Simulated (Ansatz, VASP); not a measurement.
# AlN in VASP and in Ansatz

Contents of INCAR:

```
  ALGO = Normal
  EDIFF = 1E-7
  ENCUT = 520
  GGA = PS
  ISIF = 2
  ISMEAR = 0
  LASPH = True
  LCHARG = False
  LREAL = False
  LWAVE = False
  NBANDS = 16
  NELM = 80
  PREC = Accurate
  SIGMA = 0.05
```

KPOINTS

```
k-points
0
Gamma
  9 9 6
```

Contents of POSCAR:

```
AlN
1.0
    3.2025000000      0.0000000000      0.0000000000
   -1.6012500000      2.7734463556      0.0000000000
    0.0000000000      0.0000000000      4.1826000000
Al N
2 2
Direct
    0.3333333333      0.6666666667      0.7500000000
    0.6666666667      0.3333333333      0.2500000000
    0.3333333333      0.6666666667      0.2500000000
    0.6666666667      0.3333333333      0.7500000000
```

Input for Ansatz:

```yaml
crystal:
  lattice:
    - [3.2025, 0.0, 0.0]
    - [-1.60125, 2.7734463556, 0.0]
    - [0.0, 0.0, 4.1826]
  atoms:
    - { symbol: Al, position: [0.3333333333, 0.6666666667, 0.75] }
    - { symbol: Al, position: [0.6666666667, 0.3333333333, 0.25] }
    - { symbol: "N", position: [0.3333333333, 0.6666666667, 0.25] }
    - { symbol: "N", position: [0.6666666667, 0.3333333333, 0.75] }
basis:
  ecutwfc: 520.0
kpoints:
  mp_grid: { grid: [9, 9, 6] }
hamiltonian:
  xc: pbesol
scf:
  occupations: { method: gaussian, width: 0.05 }
output:
  forces: true
  stress: true
  eigenvalues: true
```

Alike in both runs: task single point; functional PBEsol; k mesh 9 × 9 × 6; occupations gaussian, width 0.05 eV; no spin polarisation.

|  | VASP | Ansatz |
| --- | --- | --- |
| version | VASP 6.6.1 | Ansatz 0.2.0 |
| potentials or method | VASP PAW PBE potentials, release 64 (Al, N), cutoff 520 eV | scalar-relativistic, plane waves, PAW |
| valence electrons in the cell | 16 | 16 |

VASP gave:

- gap on the k mesh at the Fermi level (eV): 3.64
- least direct gap on the mesh (eV): 3.64
- pressure (GPa): 13.9
- traceless stress, the component that is largest in VASP (GPa): -8.68

Question: What did Ansatz give for the same quantities?

Answer: gap on the k mesh at the Fermi level (eV): 3.62; least direct gap on the mesh (eV): 3.62; pressure (GPa): 13.9; traceless stress, the component that is largest in VASP (GPa): -8.55.

VASP's potentials were made for PBE, not for PBEsol.
